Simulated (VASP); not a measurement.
A run of VASP 6.6.1 is set up as follows.

Contents of INCAR:

```
AGGAC    = 1.0          
AGGAX    = 1.0          
ALDAC    = 0.0          
ALDAX    = 1.0          
ALGO     = Normal         # electronic algorithm
EDIFF    = 1E-6           # SCF threshold, eV
ENCUT    = 520            # plane-wave cutoff, eV
GGA      = B5             # functional
ISIF     = 2              # what is computed and relaxed
ISMEAR   = -1             # smearing method
LASPH    = T              # aspherical terms in the spheres
LCHARG   = F              # write CHGCAR
LREAL    = F              # projectors in reciprocal space
LWAVE    = F              # write WAVECAR
NBANDS   = 8              # bands
NELM     = 80             # most SCF steps
PREC     = Accurate       # precision mode
SIGMA    = 0.05           # smearing width, eV
```

File KPOINTS:

```
k-points
0
Gamma
  4 4 11
```

POSCAR

```
C
1.0
    4.2551700000      0.0000000000      0.0000000000
    0.0000000000      4.2551700000      0.0000000000
    0.0000000000      0.0000000000      1.2822900000
C
1
Direct
    0.5000000000      0.5000000000      0.5000000000
```

Potentials or basis: VASP PAW PBE potentials, release 64 (C).

Command:

```sh
$ cat potpaw_PBE.64/C/POTCAR > POTCAR
$ mpirun -np 1 vasp_std > vasp.out
```

What does it give for the pressure?

0.4 GPa.

Predict the band gap on the k mesh.

zero (band 2 reaches 7.55 eV, above the bottom of band 3 at -6.92 eV).

Stress tensor (GPa, compression positive):
```
-0.31  0.00  0.00
 0.00 -0.31  0.00
 0.00  0.00  1.83
```

Caveat: the k points lie up to 0.45 Å⁻¹ apart; the PAW data sets were made with another functional, which shifts forces and pressure a little.
